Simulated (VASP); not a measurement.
**LaO4: single point with PBE**

The system is LaO4.

```
La O
1.0
    -2.77649    2.77649    2.77649
     2.77649   -2.77649    2.77649
     2.77649    2.77649   -2.77649
La O
1 4
Direct
  0.00000 0.00000 0.00000
  0.00000 0.50000 0.00000
  0.50000 0.50000 0.50000
  0.00000 0.00000 0.50000
  0.50000 0.00000 0.00000
```

```yaml
Program: VASP 6.6.1
Task: single point
Functional: PBE
Potentials_or_basis: VASP PAW PBE potentials, release 64 (La, O)
Cutoff: 520 eV
k_mesh: 10 × 10 × 10
Occupations: gaussian, width 0.1 eV
Spin: no spin polarisation
```

The pressure is -0.1 GPa.

Levels at points of the mesh, in eV from the Fermi level:
| k point | band 14 | band 15 | band 16 | band 17 | band 18 | band 19 | band 20 | band 21 |
| --- | --- | --- | --- | --- | --- | --- | --- | --- |
| (0.00, 0.00, 0.00) | -0.44 | -0.44 | 0.22 | 0.22 | 0.22 | 0.70 | 0.70 | 6.51 |
| (0.50, 0.00, 0.00) | -1.06 | -0.64 | -0.48 | -0.32 | 0.09 | 0.22 | 0.30 | 6.53 |
| (0.50, 0.50, 0.50) | -2.06 | -0.07 | -0.07 | -0.07 | 0.48 | 0.48 | 0.48 | 6.51 |

It took 87 s on 1 thread of Intel(R) Xeon(R) Platinum 8488C (Sapphire Rapids) (shared host), peak memory 0.26 GiB.

Caveat: spin-orbit coupling is left out, which moves the levels of the heavy elements; an odd number of electrons without spin polarisation forces a metal; a magnetic or distorted state may lie lower.
